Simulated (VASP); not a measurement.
Set up this calculation in VASP 6.6.1, as the native input.

- Task: single point
- Functional: PBE
- Dispersion: D3(BJ)
- Potentials or basis: VASP PAW PBE potentials, release 64 (I, Mg)
- Cutoff: 520 eV
- k mesh: 9 × 9 × 1
- Occupations: gaussian, width 0.05 eV
- Spin: no spin polarisation
- Dipole correction: yes
- Further INCAR settings: ALGO = Normal; EDIFF = 1e-06; NBANDS = 25

The structure of MgI2 lies in POSCAR:

```
MgI2
1.0
    4.1311066717      0.0000000000      0.0000000000
   -2.0655533359      3.5776433235      0.0000000000
    0.0000000000      0.0000000000     24.2265083865
I Mg
4 2
Direct
    0.3333333333      0.6666666667      0.1857469483
    0.6666666667      0.3333333333      0.3243502359
    1.3333333333      0.6666666667      0.4685037194
    1.6666666667      0.3333333333      0.6071046258
    0.0000000000      0.0000000000      0.2551255746
    1.0000000000      0.0000000000      0.5377273840
```

One way to write it, as run:

INCAR

```
ALGO = Normal
DIPOL = 0.5 0.5 0.396
EDIFF = 1E-6
ENCUT = 520
GGA = PE
IDIPOL = 3
ISIF = 2
ISMEAR = 0
IVDW = 12
LASPH = True
LCHARG = True
LDIPOL = True
LELF = True
LREAL = False
LVACPOTAV = True
LVHAR = True
LWAVE = False
NBANDS = 25
NELM = 60
PREC = Accurate
SIGMA = 0.05
```

KPOINTS

```
k-points
0
Gamma
  9 9 1
```

Potentials or basis: VASP PAW PBE potentials, release 64 (I, Mg).

Launch:

```console
$ cat potpaw_PBE.64/I/POTCAR potpaw_PBE.64/Mg/POTCAR > POTCAR
$ mpirun -np 1 vasp_std > vasp.out
```

It gave:

```json
{
 "Largest force": "0.010 eV/Å",
 "Band gap on the k mesh": "3.62 eV, indirect (least direct gap 3.94 eV)",
 "Dispersion energy per atom": "-0.274 eV"
}
```

Caveat: spin-orbit coupling is left out, which moves the levels of the heavy elements.

Wall time 2.7 min on 1 thread of Oxide Virtual Turin-like Processor, with other jobs on the host, peak memory 0.43 GiB.
